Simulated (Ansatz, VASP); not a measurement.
**KI in VASP and in Ansatz**

File INCAR:

```
SYSTEM = KI
PREC = Accurate
ENCUT = 520
EDIFF = 1E-6
ISMEAR = 0
SIGMA = 0.05
LREAL = .FALSE.
LASPH = .TRUE.
NELM = 80
ALGO = Normal
ISIF = 2
LWAVE = .FALSE.
LCHARG = .FALSE.
GGA = PE
NBANDS = 15
```

The input KPOINTS:

```
regular mesh
0
G
  6 6 6
  0 0 0
```

File POSCAR:

```
KI
1.0
    0.0000000000      3.6831074658      3.5873258652
    3.6831074658      0.0000000000      3.5873258652
    3.6831074658      3.6831074658      0.0000000000
K I
1 1
Direct
   -0.0177848354     -0.0177848354      0.0177848354
    0.5054793722      0.5054793722      0.4945206278
```

Input for Ansatz:

```yaml
crystal:
  lattice:
    - [0.0, 3.6831074658, 3.5873258652]
    - [3.6831074658, 0.0, 3.5873258652]
    - [3.6831074658, 3.6831074658, 0.0]
  atoms:
    - { symbol: K, position: [-0.0177848354, -0.0177848354, 0.0177848354] }
    - { symbol: I, position: [0.5054793722, 0.5054793722, 0.4945206278] }
basis:
  ecutwfc: 420
kpoints:
  mp_grid: { grid: [6, 6, 6] }
hamiltonian:
  xc: pbe
scf:
  occupations: { method: gaussian, width: 0.05 }
output:
  forces: true
  stress: true
  eigenvalues: true
```

Change from the starting cell: mode 6 frozen in at -0.128 Å, equal normal strain along x and y +0.0267.

Alike in both runs: task single point; functional PBE; k mesh 6 × 6 × 6; occupations gaussian, width 0.05 eV; no spin polarisation.

|  | VASP | Ansatz |
| --- | --- | --- |
| version | VASP 6.6.1 | Ansatz 0.2.0 |
| potentials or method | VASP PAW PBE potentials, release 64 (K_sv, I), cutoff 520 eV | scalar-relativistic, plane waves, PAW |
| valence electrons in the cell | 16 | 26 |

VASP gave:

- gap on the k mesh at the Fermi level (eV): 3.75
- least direct gap on the mesh (eV): 3.75
- pressure (GPa): -0.3
- traceless stress, the component that is largest in VASP (GPa): 0.50
- rms of the force components (eV/Å): 0.094

Task: What did Ansatz give for the same quantities?

Result: gap on the k mesh at the Fermi level (eV): 3.76; least direct gap on the mesh (eV): 3.76; pressure (GPa): -0.3; traceless stress, the component that is largest in VASP (GPa): 0.49; rms of the force components (eV/Å): 0.093.

Atom by atom the forces differ by 0.001 eV/Å (rms over components). The functional is the same, so the differences come from potentials, cutoffs and numerics. VASP's potentials hold 16 valence electrons a cell and Ansatz's 26, so a difference there can come from the potentials and not from the codes.

Neither program's run includes spin-orbit coupling.
